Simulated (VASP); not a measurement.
The system is Ti2HC.

```
CELL_PARAMETERS angstrom
1.54828 0.89390 4.79488
-1.54828 0.89390 4.79488
0.00000 -1.78780 4.79488
ATOMIC_POSITIONS crystal
Ti 0.75605 0.75605 0.75605
Ti 0.24395 0.24395 0.24395
H 0.00000 0.00000 0.00000
C 0.50000 0.50000 0.50000
```

```yaml
Program: VASP 6.6.1
Task: relaxation of cell and atoms
Functional: LDA
Potentials_or_basis: VASP PAW LDA potentials, release 64 (Ti_sv, H, C)
Cutoff: 600 eV
k_mesh: 9 × 9 × 9
Occupations: gaussian, width 0.05 eV
Spin: no spin polarisation
```

At the start: pressure -9.4 GPa; volume 9.95 Å³/atom.

Q: Where does the relaxation end?

A: Over 6 steps the energy falls by 13.9 meV/atom and the volume is 9.48 Å³/atom (-4.8 %); space group R-3m (No. 166, to 0.1 Å) before and after.

The path:
| step | energy change (eV) | largest force (eV/Å) | pressure (GPa) | volume (Å³) |
| --- | --- | --- | --- | --- |
| 1 | 0.0000 | 0.3748 | -9.37 | 39.82 |
| 2 | 0.0135 | 1.0431 | 11.16 | 36.56 |
| 3 | -0.0519 | 0.2393 | -0.51 | 38.23 |
| 4 | -0.0519 | 0.2529 | -0.37 | 38.20 |
| 5 | -0.0553 | 0.0576 | -0.05 | 37.98 |
| 6 | -0.0555 | 0.0036 | 0.07 | 37.91 |

Final structure:
```
CELL_PARAMETERS angstrom
1.52217 0.87883 4.72358
-1.52217 0.87883 4.72358
0.00000 -1.75765 4.72358
ATOMIC_POSITIONS crystal
Ti 0.75571 0.75571 0.75571
Ti 0.24429 0.24429 0.24429
H 0.00000 0.00000 0.00000
C 0.50000 0.50000 0.50000
```

Caveat: an odd number of electrons without spin polarisation forces a metal; a magnetic or distorted state may lie lower.
